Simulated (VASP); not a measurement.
The system is YZn.

```
Y Zn
1.0
     0.00000    2.96299    2.96299
     2.96299    0.00000    2.96299
     2.96299    2.96299    0.00000
Y Zn
1 1
Direct
  0.00000 0.00000 0.00000
  0.50000 0.50000 0.50000
```

```yaml
Program: VASP 6.6.1
Task: relaxation of cell and atoms
Functional: LDA
Potentials_or_basis: VASP PAW LDA potentials, release 64 (Y_sv, Zn)
Cutoff: 600 eV
k_mesh: 6 × 6 × 6
Occupations: fermi-dirac, width 0.05 eV
Spin: no spin polarisation
```

At the start: pressure -4.5 GPa; volume 26.01 Å³/atom.

Question: Where does the relaxation end?

Answer: Over 3 steps the energy falls by 32.4 meV/atom and the volume is 23.87 Å³/atom (-8.3 %); space group Fm-3m (No. 225, to 0.1 Å) before and after.

Step by step:
| step | energy change (eV) | largest force (eV/Å) | pressure (GPa) | volume (Å³) |
| --- | --- | --- | --- | --- |
| 1 | 0.0000 | 0.0000 | -4.51 | 52.03 |
| 2 | -0.0600 | 0.0000 | 1.41 | 46.71 |
| 3 | -0.0648 | 0.0000 | 0.04 | 47.73 |

Final structure:
```xyz
2
Lattice="0.0000 2.8791 2.8791 2.8791 0.0000 2.8791 2.8791 2.8791 0.0000" Properties=species:S:1:pos:R:3 pbc="T T T"
Y     0.0000    0.0000    0.0000
Zn    2.8791    2.8791    2.8791
```
